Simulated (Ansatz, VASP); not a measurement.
# Two plane-wave programs on LiF

```xyz
4
Lattice="2.9270 0.0000 0.0000 -1.4635 2.6682 0.0000 0.0000 0.0000 4.7853" Properties=species:S:1:pos:R:3 pbc="T T T"
Li    0.0000    1.7936   -0.0209
Li    1.4635    0.8747    2.3718
F     0.0000    1.8045    1.8154
F     1.4635    0.8637    4.2080
```

Change from the starting cell: uniaxial_x strain -5.0%.

Alike in both runs: task single point; functional PBE; k mesh 12 × 12 × 6; occupations fermi-dirac, width 0.02 eV; no spin polarisation.

|  | VASP | Ansatz |
| --- | --- | --- |
| version | VASP 6.6.1 | Ansatz 0.2.0 |
| potentials or method | VASP PAW PBE potentials, release 64 (Li_sv, F) | plane waves, PAW |
| plane-wave cutoff (eV) | 520 | 420 |
| valence electrons in the cell | 20 | 20 |

Ansatz gave:

```
gap on the k mesh at the Fermi level (eV) : 8.20
rms of the force components (eV/Å)        : 0.003
```

Task: Estimate VASP's values.

Result: gap on the k mesh at the Fermi level (eV): 8.18; rms of the force components (eV/Å): 0.004.

Atom by atom the forces differ by 0.001 eV/Å (rms over components). The functional is the same, so the differences come from potentials, cutoffs and numerics.

Noted on VASP's run: the cutoff is under 1.25 times that of the potentials, so the pressure is a little rough.
